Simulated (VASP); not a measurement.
# As (R-3m) in VASP: settings compared, part 2 of 3

VASP 6.6.1. The steps go on from the part before.

## 3. Single point, LDA

This run uses another cell than the first one, of 22.82 Å³/atom.

Input file INCAR:

```
SYSTEM = As
ALGO     = Normal         ! electronic algorithm
EDIFF    = 1E-6           ! SCF threshold, eV
ENCUT    = 520            ! plane-wave cutoff, eV
GGA      = CA             ! functional
ISIF     = 2              ! what is computed and relaxed
ISMEAR   = -1             ! smearing method
LASPH    = .True.         ! aspherical terms in the spheres
LCHARG   = .False.        ! write CHGCAR
LREAL    = .False.        ! projectors in reciprocal space
LWAVE    = .False.        ! write WAVECAR
NBANDS   = 12             ! bands
NELM     = 80             ! most SCF steps
PREC     = Accurate       ! precision mode
SIGMA    = 0.05           ! smearing width, eV
```

Input file KPOINTS:

```
k-points
0
Gamma
  9 9 9
  0 0 0
```

Input file POSCAR:

```
As
1.0
    1.9176846343      1.1071757398      3.5829826684
   -1.9176846343      1.1071757398      3.5829826684
    0.0000000000     -2.2143514796      3.5829826684
As
2
Direct
    0.2260000000      0.2260000000      0.2260000000
    0.7740000000      0.7740000000      0.7740000000
```

Potentials or basis: VASP PAW LDA potentials, release 64 (As).

Launch:

```sh
> cat potpaw_LDA.64/As/POTCAR > POTCAR
> mpirun -np 1 vasp_std > vasp.out
```

OUTCAR:

```text
SYSTEM = As
   EDIFF = 1E-6
   ENCUT = 520
   GGA = CA
   ISIF = 2
   ISMEAR = -1
   LASPH = .True.
   LREAL = .False.
   NELM = 80
   PREC = Accurate

 ion  position               nearest neighbor table
   1  0.226  0.226  0.226-   2 2.56   2 2.56   2 2.56
   2  0.774  0.774  0.774-   1 2.56   1 2.56   1 2.56

  LATTYP: Found a trigonal (rhomboedric) cell.
 ALAT       =     4.2120205695
 COS(alpha) =     0.5854247172

  Lattice vectors:

 A1 = (   1.9176846343,   1.1071757398,   3.5829826684)
 A2 = (  -1.9176846343,   1.1071757398,   3.5829826684)
 A3 = (   0.0000000000,  -2.2143514796,   3.5829826684)

Analysis of symmetry for initial positions (statically):
=====================================================================
 Subroutine PRICEL returns:
 Original cell was already a primitive cell.

 Routine SETGRP: Setting up the symmetry group for a
 trigonal (rhombohedral) supercell.

 Subroutine GETGRP returns: Found 12 space group operations
 (whereof 12 operations were pure point group operations)
 out of a pool of 12 trial point group operations.

The static configuration has the point symmetry D_3d.

Analysis of symmetry for dynamics (positions and initial velocities):
=====================================================================
 Subroutine PRICEL returns:
 Original cell was already a primitive cell.

 Routine SETGRP: Setting up the symmetry group for a
 trigonal (rhombohedral) supercell.

 Subroutine GETGRP returns: Found 12 space group operations
 (whereof 12 operations were pure point group operations)
 out of a pool of 12 trial point group operations.

The dynamic configuration has the point symmetry D_3d.

 Subroutine INISYM returns: Found 12 space group operations
 (whereof 12 operations are pure point group operations),
 and found     1 'primitive' translations

----------------------------------------------------------------------------------------

                                     Primitive cell

  volume of cell :      45.6446

  direct lattice vectors                    reciprocal lattice vectors
     1.917684634  1.107175740  3.582982668     0.260731087  0.150533164  0.093032360
    -1.917684634  1.107175740  3.582982668    -0.260731087  0.150533164  0.093032360
     0.000000000 -2.214351480  3.582982668     0.000000000 -0.301066327  0.093032360

  length of vectors
     4.212020569  4.212020569  4.212020569     0.315112604  0.315112604  0.315112604

  position of ions in fractional coordinates (direct lattice)
     0.226000000  0.226000000  0.226000000
     0.774000000  0.774000000  0.774000000

  ion indices of the primitive-cell ions
   primitive index   ion index
                 1           1
                 2           2

----------------------------------------------------------------------------------------

 KPOINTS: k-points

Automatic generation of k-mesh.
 Grid dimensions read from file:
 generate k-points for:    9    9    9

 Generating k-lattice:

  Cartesian coordinates                     Fractional coordinates (reciprocal lattice)
     0.028970121  0.016725907  0.010336929     0.111111111  0.000000000  0.000000000
    -0.028970121  0.016725907  0.010336929     0.000000000  0.111111111  0.000000000
     0.000000000 -0.033451814  0.010336929     0.000000000  0.000000000  0.111111111
[... 39 lines left out ...]
   k-points           NKPTS =     85   k-points in BZ     NKDIM =     85   number of bands    NBANDS=     12
   number of dos      NEDOS =    301   number of ions     NIONS =      2
   total plane-waves  NPLWV =  32768
   dimension x,y,z NGX =    32 NGY =   32 NGZ =   32
   dimension x,y,z NGXF=    64 NGYF=   64 NGZF=   64
   ions per type =               2
   NGX,Y,Z   is equivalent  to a cutoff of  12.63, 12.63, 12.63 a.u.
   NGXF,Y,Z  is equivalent  to a cutoff of  25.26, 25.26, 25.26 a.u.
 SYSTEM =  As
   PREC   = accura    normal or accurate (medium, high low for compatibility)
   ISTART =      0    job   : 0-new  1-cont  2-samecut
   ICHARG =      2    charge: 1-file 2-atom 10-const
   ISPIN  =      1    spin polarized calculation?
   LNONCOLLINEAR =      F non collinear calculations
   LSORBIT =      F    spin-orbit coupling
   LASPH  =      T    aspherical Exc in radial PAW
   ENCUT  =  520.0 eV  38.22 Ry    6.18 a.u.   7.83  7.83  7.83*2*pi/ulx,y,z
   NELM   =     80;   NELMIN=  2; NELMDL= -5     # of ELM steps
   EDIFF  = 0.1E-05   stopping-criterion for ELM
   LREAL  =      F    real-space projection
   EDIFFG = 0.1E-04   stopping-criterion for IOM
   NSW    =      0    number of steps for IOM
   IBRION =     -1    ionic relax: 0-MD 1-quasi-New 2-CG
   NFREE  =      0    steps in history (QN), initial steepest desc. (CG)
   ISIF   =      2    stress and relaxation
   ISYM   =      2    0-nonsym 1-usesym 2-fastsym
   POTIM  = 0.5000    time-step for ionic-motion
   TEBEG  =    0.0;   TEEND  =   0.0 temperature during run
   PSTRESS=    0.0 pullay stress
   NELECT =      10.0000    total number of electrons
   NUPDOWN=      -1.0000    fix difference up-down
   EMIN   =  10.00;   EMAX   =-10.00  energy-range for DOS
   EFERMI =   0.00;   METHOD = LEGACY
   ISMEAR =    -1;   SIGMA  =   0.05  broadening in eV -4-tet -1-fermi 0-gaus
   EFERMI_NEDOS =   21; number of points for ismear=-14 and -15
   IALGO  =     38    algorithm
   IMIX   =      4    mixing-type and parameters
     AMIX     =   0.40;   BMIX     =  1.00
     AMIX_MAG =   1.60;   BMIX_MAG =  1.00
  volume/ion in A,a.u.               =      22.82       154.01
  Fermi-wavevector in a.u.,A,eV,Ry     =   0.986912  1.864993 13.252000  0.973995
  Thomas-Fermi vector in A             =   2.118327
   LORBIT       =      0    0 simple, 1 ext, 2 COOP (PROOUT), +10 PAW based schemes
   GGA     = CA    functional components
   LHFCALC =     F    Hartree Fock is set to
   AEXX    =    0.0000 exact exchange contribution
   IVDW    =     0    specifies the selected vdW correction
   LEPSILON=     F    determine dielectric tensor
   LRPA    =     F    only Hartree local field effects (RPA)
 non-spin polarized calculation
  energy-cutoff  :      520.00
  volume of cell :       45.64
 maximum number of plane-waves:      1244
   NGX = 15   NGY = 15   NGZ = 15

 number of electron      10.0000000 magnetization

 Free energy of the ion-electron system (eV)
  ---------------------------------------------------
  ext. energy  EPLUGINS =         0.00000000
  ---------------------------------------------------
  free energy    TOTEN  =       -10.71706099 eV

  energy without entropy =      -10.71557204  energy(sigma->0) =      -10.71631652

 E-fermi :   4.7024     XC(G=0):  -9.9147

 val. band max:        4.6495636321   @ k =   0.4444  -0.0000  -0.0000
 cond. band min:       4.7311616434   @ k =   0.4444   0.3333   0.3333
 fundamental gap:      0.0815980113
 Fermi energy:         4.7024261736

 k-point     1 :       0.0000    0.0000    0.0000
  band No.  band energies     occupation
      1      -9.7693      2.00000
      2      -1.3504      2.00000
      3       2.5062      2.00000
      4       2.8876      2.00000
      5       2.8876      2.00000
      6       6.3422      0.00000
      7       7.5665      0.00000
      8       7.5665      0.00000
      9      11.6988      0.00000
     10      11.6988      0.00000
     11      12.0979      0.00000
     12      13.3192      0.00000
[... 331 lines left out ...]
 k-point    24 :       0.4444    0.4444   -0.0000
  band No.  band energies     occupation
      1      -7.3867      2.00000
      2      -4.6844      2.00000
      3      -0.7310      2.00000
      4       0.9727      2.00000
      5       0.9904      2.00000
      6       6.3959      0.00000
      7       9.8082      0.00000
      8      11.0762      0.00000
      9      11.2782      0.00000
     10      15.1698      0.00000
     11      15.7521      0.00000
     12      17.0543      0.00000

 [... further k-points ...]

------------------------ aborting loop because EDIFF is reached ----------------------------------------

  FORCE on cell =-STRESS in cart. coord.  units (eV):
  Direction    XX          YY          ZZ          XY          YZ          ZX
  --------------------------------------------------------------------------------------
  -------------------------------------------------------------------------------------
  Total       -1.4745773     -1.4745773     -1.2475537      0.0000000      0.0000000     -0.0000000
  in kB      -51.7593019    -51.7593019    -43.7905227      0.0000000      0.0000000     -0.0000000
  external PRESSURE =     -49.1030422 kB  Pullay stress =       0.0000000 kB

 VOLUME and BASIS-vectors are now :
 -----------------------------------------------------------------------------
  energy-cutoff  :      520.00
  volume of cell :       45.64
      direct lattice vectors                 reciprocal lattice vectors
     1.917684634  1.107175740  3.582982668     0.260731087  0.150533164  0.093032360
    -1.917684634  1.107175740  3.582982668    -0.260731087  0.150533164  0.093032360
     0.000000000 -2.214351480  3.582982668     0.000000000 -0.301066327  0.093032360

 POSITION                                       TOTAL-FORCE (eV/Angst)
 -----------------------------------------------------------------------------------
      0.00000      0.00000      2.42926         0.000000      0.000000     -0.041744
      0.00000      0.00000      8.31969         0.000000      0.000000      0.041744
 -----------------------------------------------------------------------------------
    total drift:                               -0.000000     -0.000000      0.000000

  FREE ENERGIE OF THE ION-ELECTRON SYSTEM (eV)
  ---------------------------------------------------
  free  energy   TOTEN  =       -10.7170609900 eV

  energy  without entropy=      -10.7155720429  energy(sigma->0) =      -10.71631652
```

Run time: 21 s. Hardware: 1 thread of Intel Xeon Platinum 8259CL at 2.50GHz (Skylake/Cascade Lake), shared host; peak memory 0.17 GiB.

Results:

- Free energy: -10.7171 eV
- Pressure: -4.9 GPa
- Largest force: 0.042 eV/Å
- Band gap on the k mesh: zero (bands 5 and 6 overlap by 0.08 eV)

Forces in eV/Å, atoms in the order of the input:
```
As   0.000  0.000 -0.042
As   0.000  0.000  0.042
```

Stress tensor (GPa, compression positive):
```
-5.18  0.00  0.00
 0.00 -5.18  0.00
 0.00  0.00 -4.38
```

Levels at points of the mesh, in eV from the Fermi level:
```
           k point  band 2  band 3  band 4  band 5  band 6  band 7  band 8  band 9
(0.00, 0.00, 0.00)   -6.05   -2.20   -1.81   -1.81    1.64    2.86    2.86    7.00
```

Caveat: the cell stands under tension.

## 4. Single point, r2SCAN

This run uses another cell than the first one, of 20.67 Å³/atom.

Input file POSCAR:

```
As
1.0
    1.8553776084      1.0712027616      3.4665688483
   -1.8553776084      1.0712027616      3.4665688483
    0.0000000000     -2.1424055233      3.4665688483
As
2
Direct
    0.2260000000      0.2260000000      0.2260000000
    0.7740000000      0.7740000000      0.7740000000
```

Input file INCAR.step1:

```
ALGO = Normal
EDIFF = 1E-4
ENCUT = 520
GGA = PE
ISMEAR = -1
LASPH = True
LCHARG = False
LREAL = False
LWAVE = True
NBANDS = 12
NELM = 80
PREC = Accurate
SIGMA = 0.05
```

Input file INCAR.step2:

```
ALGO = Normal
EDIFF = 1E-6
ENCUT = 520
ISIF = 2
ISMEAR = -1
ISTART = 1
LASPH = True
LCHARG = False
LMIXTAU = True
LREAL = False
LWAVE = False
METAGGA = R2SCAN
NBANDS = 12
NELM = 80
PREC = Accurate
SIGMA = 0.05
```

Input file KPOINTS:

```
k-points
0
Gamma
  9 9 9
```

Potentials or basis: VASP PAW PBE potentials, release 64 (As).

Launch:

```sh
> cat potpaw_PBE.64/As/POTCAR > POTCAR
> cp INCAR.step1 INCAR
> mpirun -np 1 vasp_std > vasp.out
> cp INCAR.step2 INCAR
> mpirun -np 1 vasp_std > vasp.out
```

It took 2.3 min on 1 thread of Intel Xeon Platinum 8259CL at 2.50GHz (Skylake/Cascade Lake), shared host; peak memory 0.19 GiB.

The run converged. Its results:

- Free energy: -29.3440 eV
- Pressure: 5.6 GPa
- Largest force: 0.485 eV/Å
- Band gap on the k mesh: zero (bands 5 and 6 overlap by 0.10 eV)

Forces on the atoms (eV/Å):
```
As   0.000  0.000  0.485
As   0.000  0.000 -0.485
```

Stress tensor (GPa, compression positive):
```
5.92 0.00 0.00
0.00 5.92 0.00
0.00 0.00 5.07
```

Levels at points of the mesh, in eV from the Fermi level:
```tsv
k point	band 2	band 3	band 4	band 5	band 6	band 7	band 8	band 9
(0.00, 0.00, 0.00)	-5.86	-2.98	-2.53	-2.53	1.55	2.90	2.90	7.13
```

Caveat: the cell stands under pressure; the PAW data sets were made with another functional, which shifts forces and pressure a little.

(Continued in part 3 of 3.)
